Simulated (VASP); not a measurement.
# Si (Fd-3m) in VASP: notebook

The runs below take Si through single point, with PBEsol.

All numbers are computed with VASP 6.6.1; they aren't measurements. Logs are shortened: lines on timing, memory, paths and dates and some standing lists are left out, and cuts for length are marked.

**1. The cell of the first run**

Symmetry: Fd-3m, No. 227, cubic system. Conventional cell: a = 5.433 Å, b = 5.433 Å, c = 5.433 Å, α = 90.00°, β = 90.00°, γ = 90.00°. Si (site symmetry -43m) has 4 Si at 2.35 Å within 3.1 Å.

**2. Single point, PBEsol**

INCAR

```
PREC = Accurate
ENCUT = 520
EDIFF = 1E-6
ISMEAR = -1
SIGMA = 0.02
LREAL = False
LASPH = True
NELM = 60
ALGO = Normal
ISIF = 2
LWAVE = False
LCHARG = True
GGA = PS
LELF = True
LVHAR = True
NBANDS = 11
```

KPOINTS

```
regular mesh
0
Gamma
  11 11 11
```

POSCAR

```
Si
1.0
    0.0000000000      2.7165779569      2.7165779569
    2.7165779569      0.0000000000      2.7165779569
    2.7165779569      2.7165779569      0.0000000000
Si
2
Direct
   -0.1250000000     -0.1250000000     -0.1250000000
    0.1250000000      0.1250000000      0.1250000000
```

Potentials or basis: VASP PAW PBE potentials, release 64 (Si).

The run is started by

```sh
> cat potpaw_PBE.64/Si/POTCAR > POTCAR
> mpirun -np 1 vasp_std > vasp.out
```

OUTCAR:

```text
PREC = Accurate
   ENCUT = 520
   EDIFF = 1E-6
   ISMEAR = -1
   LREAL = False
   LASPH = True
   NELM = 60
   ISIF = 2
   GGA = PS

 ion  position               nearest neighbor table
   1  0.875  0.875  0.875-   2 2.35   2 2.35   2 2.35   2 2.35
   2  0.125  0.125  0.125-   1 2.35   1 2.35   1 2.35   1 2.35

  LATTYP: Found a face centered cubic cell.
 ALAT       =     5.4331559138

  Lattice vectors:

 A1 = (   0.0000000000,   2.7165779569,   2.7165779569)
 A2 = (   2.7165779569,   0.0000000000,   2.7165779569)
 A3 = (   2.7165779569,   2.7165779569,   0.0000000000)

Analysis of symmetry for initial positions (statically):
=====================================================================
 Subroutine PRICEL returns:
 Original cell was already a primitive cell.

 Routine SETGRP: Setting up the symmetry group for a
 face centered cubic supercell.

 Subroutine GETGRP returns: Found 48 space group operations
 (whereof 12 operations were pure point group operations)
 out of a pool of 48 trial point group operations.

The static configuration has the point symmetry D_3d.
 The point group associated with its full space group is O_h .

Analysis of symmetry for dynamics (positions and initial velocities):
=====================================================================
 Subroutine PRICEL returns:
 Original cell was already a primitive cell.

 Routine SETGRP: Setting up the symmetry group for a
 face centered cubic supercell.

 Subroutine GETGRP returns: Found 48 space group operations
 (whereof 12 operations were pure point group operations)
 out of a pool of 48 trial point group operations.

The dynamic configuration has the point symmetry D_3d.
 The point group associated with its full space group is O_h .

 Subroutine INISYM returns: Found 48 space group operations
 (whereof 12 operations are pure point group operations),
 and found     1 'primitive' translations

----------------------------------------------------------------------------------------

                                     Primitive cell

  volume of cell :      40.0956

  direct lattice vectors                    reciprocal lattice vectors
     0.000000000  2.716577957  2.716577957    -0.184055090  0.184055090  0.184055090
     2.716577957  0.000000000  2.716577957     0.184055090 -0.184055090  0.184055090
     2.716577957  2.716577957  0.000000000     0.184055090  0.184055090 -0.184055090

  length of vectors
     3.841821390  3.841821390  3.841821390     0.318792767  0.318792767  0.318792767

  position of ions in fractional coordinates (direct lattice)
     0.875000000  0.875000000  0.875000000
     0.125000000  0.125000000  0.125000000

  ion indices of the primitive-cell ions
   primitive index   ion index
                 1           1
                 2           2

----------------------------------------------------------------------------------------

 KPOINTS: regular mesh

Automatic generation of k-mesh.
 Grid dimensions read from file:
 generate k-points for:   11   11   11

 Generating k-lattice:

  Cartesian coordinates                     Fractional coordinates (reciprocal lattice)
    -0.016732281  0.016732281  0.016732281     0.090909091  0.000000000  0.000000000
     0.016732281 -0.016732281  0.016732281     0.000000000  0.090909091  0.000000000
     0.016732281  0.016732281 -0.016732281     0.000000000  0.000000000  0.090909091

  Length of vectors
     0.028981161  0.028981161  0.028981161

  Shift w.r.t. Gamma in fractional coordinates (k-lattice)
     0.000000000  0.000000000  0.000000000

 Subroutine IBZKPT returns following result:
 ===========================================

 Found     56 irreducible k-points:

 Following reciprocal coordinates:
            Coordinates               Weight
  0.000000  0.000000  0.000000      1.000000
  0.090909  0.000000  0.000000      8.000000
  0.181818  0.000000  0.000000      8.000000
  0.272727  0.000000  0.000000      8.000000
  0.363636  0.000000  0.000000      8.000000
  0.454545  0.000000  0.000000      8.000000
[... 16 lines left out ...]
 -0.272727  0.181818  0.000000     24.000000
 -0.181818  0.181818  0.000000     12.000000
 [... further k-points ...]
   k-points           NKPTS =     56   k-points in BZ     NKDIM =     56   number of bands    NBANDS=     11
   number of dos      NEDOS =    301   number of ions     NIONS =      2
   total plane-waves  NPLWV =  27000
   dimension x,y,z NGX =    30 NGY =   30 NGZ =   30
   dimension x,y,z NGXF=    60 NGYF=   60 NGZF=   60
   ions per type =               2
   NGX,Y,Z   is equivalent  to a cutoff of  12.98, 12.98, 12.98 a.u.
   NGXF,Y,Z  is equivalent  to a cutoff of  25.96, 25.96, 25.96 a.u.
 SYSTEM =  unknown system
   PREC   = accura    normal or accurate (medium, high low for compatibility)
   ISTART =      0    job   : 0-new  1-cont  2-samecut
   ICHARG =      2    charge: 1-file 2-atom 10-const
   ISPIN  =      1    spin polarized calculation?
   LNONCOLLINEAR =      F non collinear calculations
   LSORBIT =      F    spin-orbit coupling
   LASPH  =      T    aspherical Exc in radial PAW
   ENCUT  =  520.0 eV  38.22 Ry    6.18 a.u.   7.14  7.14  7.14*2*pi/ulx,y,z
   NELM   =     60;   NELMIN=  2; NELMDL= -5     # of ELM steps
   EDIFF  = 0.1E-05   stopping-criterion for ELM
   LREAL  =      F    real-space projection
   EDIFFG = 0.1E-04   stopping-criterion for IOM
   NSW    =      0    number of steps for IOM
   IBRION =     -1    ionic relax: 0-MD 1-quasi-New 2-CG
   NFREE  =      0    steps in history (QN), initial steepest desc. (CG)
   ISIF   =      2    stress and relaxation
   ISYM   =      2    0-nonsym 1-usesym 2-fastsym
   POTIM  = 0.5000    time-step for ionic-motion
   TEBEG  =    0.0;   TEEND  =   0.0 temperature during run
   PSTRESS=    0.0 pullay stress
   NELECT =       8.0000    total number of electrons
   NUPDOWN=      -1.0000    fix difference up-down
   EMIN   =  10.00;   EMAX   =-10.00  energy-range for DOS
   EFERMI =   0.00;   METHOD = LEGACY
   ISMEAR =    -1;   SIGMA  =   0.02  broadening in eV -4-tet -1-fermi 0-gaus
   EFERMI_NEDOS =   21; number of points for ismear=-14 and -15
   IALGO  =     38    algorithm
   IMIX   =      4    mixing-type and parameters
     AMIX     =   0.40;   BMIX     =  1.00
     AMIX_MAG =   1.60;   BMIX_MAG =  1.00
  volume/ion in A,a.u.               =      20.05       135.29
  Fermi-wavevector in a.u.,A,eV,Ry     =   0.956620  1.807749 12.450981  0.915121
  Thomas-Fermi vector in A             =   2.085564
   LORBIT       =      0    0 simple, 1 ext, 2 COOP (PROOUT), +10 PAW based schemes
   GGA     = PS    functional components
   LHFCALC =     F    Hartree Fock is set to
   AEXX    =    0.0000 exact exchange contribution
   IVDW    =     0    specifies the selected vdW correction
   LEPSILON=     F    determine dielectric tensor
   LRPA    =     F    only Hartree local field effects (RPA)
 non-spin polarized calculation
  energy-cutoff  :      520.00
  volume of cell :       40.10
 maximum number of plane-waves:      1092
 NGX is ok and might be reduce to    30
   NGX = 15   NGY = 15   NGZ = 15

 number of electron       8.0000000 magnetization

 Free energy of the ion-electron system (eV)
  ---------------------------------------------------
  ext. energy  EPLUGINS =         0.00000000
  ---------------------------------------------------
  free energy    TOTEN  =       -11.49303237 eV

  energy without entropy =      -11.49303235  energy(sigma->0) =      -11.49303236

 E-fermi :   6.0086     XC(G=0):  -9.5485

 val. band max:        5.7760953260   @ k =   0.0000   0.0000   0.0000
 cond. band min:       6.2565683467   @ k =   0.4545   0.4545   0.0000
 fundamental gap:      0.4804730207
 Fermi energy:         6.0086484832

 k-point     1 :       0.0000    0.0000    0.0000
  band No.  band energies     occupation
      1      -6.2049      2.00000
      2       5.7761      1.99998
      3       5.7761      1.99998
      4       5.7761      1.99998
      5       8.2930      0.00000
      6       8.2930      0.00000
      7       8.2930      0.00000
      8       9.0848      0.00000
      9      13.4639      0.00000
     10      13.4639      0.00000
     11      13.4811      0.00000

 k-point     2 :       0.0909    0.0000    0.0000
  band No.  band energies     occupation
      1      -6.0963      2.00000
      2       4.7790      2.00000
      3       5.6061      2.00000
      4       5.6061      2.00000
      5       8.3155      0.00000
      6       8.5424      0.00000
      7       8.5424      0.00000
      8       9.8678      0.00000
      9      13.1399      0.00000
     10      13.1399      0.00000
     11      13.9454      0.00000

 k-point     3 :       0.1818    0.0000    0.0000
  band No.  band energies     occupation
      1      -5.7747      2.00000
      2       3.0909      2.00000
      3       5.2622      2.00000
      4       5.2622      2.00000
      5       8.0011      0.00000
      6       9.0170      0.00000
      7       9.0170      0.00000
      8      11.4392      0.00000
      9      12.7708      0.00000
     10      12.7708      0.00000
     11      14.6984      0.00000

 k-point     4 :       0.2727    0.0000    0.0000
  band No.  band energies     occupation
      1      -5.2563      2.00000
      2       1.4229      2.00000
      3       4.9377      2.00000
      4       4.9377      2.00000
      5       7.6510      0.00000
      6       9.2562      0.00000
      7       9.2562      0.00000
      8      12.9612      0.00000
      9      13.0588      0.00000
     10      13.0588      0.00000
     11      14.4905      0.00000
[... 239 lines left out ...]
 k-point    22 :      -0.3636    0.1818    0.0000
  band No.  band energies     occupation
      1      -3.7783      2.00000
      2      -0.6365      2.00000
      3       2.4931      2.00000
      4       4.2765      2.00000
      5       7.9691      0.00000
      6      10.0143      0.00000
      7      10.1895      0.00000
      8      13.4401      0.00000
      9      13.5083      0.00000
     10      14.3669      0.00000
     11      17.0082      0.00000

 k-point    23 :      -0.2727    0.1818    0.0000
  band No.  band energies     occupation
      1      -4.4571      2.00000
      2       0.4934      2.00000
      3       2.5698      2.00000
      4       4.6687      2.00000
      5       8.3548      0.00000
      6       9.9576      0.00000
      7      10.0608      0.00000
      8      12.0534      0.00000
      9      12.2338      0.00000
     10      15.7739      0.00000
     11      17.5873      0.00000

 k-point    24 :      -0.1818    0.1818    0.0000
  band No.  band energies     occupation
      1      -5.0777      2.00000
      2       1.6950      2.00000
      3       3.0528      2.00000
      4       5.0881      2.00000
      5       8.7083      0.00000
      6       9.4755      0.00000
      7       9.7563      0.00000
      8      11.3690      0.00000
      9      11.7861      0.00000
     10      15.7314      0.00000
     11      16.2533      0.00000

 [... further k-points ...]
[... 5 lines left out ...]
  --------------------------------------------------------------------------------------
  -------------------------------------------------------------------------------------
  Total        0.0337243      0.0337243      0.0337243      0.0000000     -0.0000000      0.0000000
  in kB        1.3475867      1.3475867      1.3475867      0.0000000     -0.0000000      0.0000000
  external PRESSURE =       1.3475867 kB  Pullay stress =       0.0000000 kB

 VOLUME and BASIS-vectors are now :
 -----------------------------------------------------------------------------
  energy-cutoff  :      520.00
  volume of cell :       40.10
      direct lattice vectors                 reciprocal lattice vectors
     0.000000000  2.716577957  2.716577957    -0.184055090  0.184055090  0.184055090
     2.716577957  0.000000000  2.716577957     0.184055090 -0.184055090  0.184055090
     2.716577957  2.716577957  0.000000000     0.184055090  0.184055090 -0.184055090

 POSITION                                       TOTAL-FORCE (eV/Angst)
 -----------------------------------------------------------------------------------
      4.75401      4.75401      4.75401        -0.000000     -0.000000     -0.000000
      0.67914      0.67914      0.67914         0.000000      0.000000      0.000000
 -----------------------------------------------------------------------------------
    total drift:                               -0.000000      0.000000      0.000000

  FREE ENERGIE OF THE ION-ELECTRON SYSTEM (eV)
  ---------------------------------------------------
  free  energy   TOTEN  =       -11.4930323708 eV

  energy  without entropy=      -11.4930323496  energy(sigma->0) =      -11.49303236
```

Wall time 11 s (1 thread of Intel Xeon 6975P-C (Granite Rapids), shared host); peak memory 0.16 GiB.

What came out:

| Property | Result |
| --- | --- |
| Free energy | -11.4930 eV |
| Pressure | 0.1 GPa |
| Band gap on the k mesh | 0.48 eV, indirect (least direct gap 2.52 eV) |

Caveat: the PAW data sets were made with another functional, which shifts forces and pressure a little. A k mesh can miss the band edges.

(Continued in part 2 of 2.)
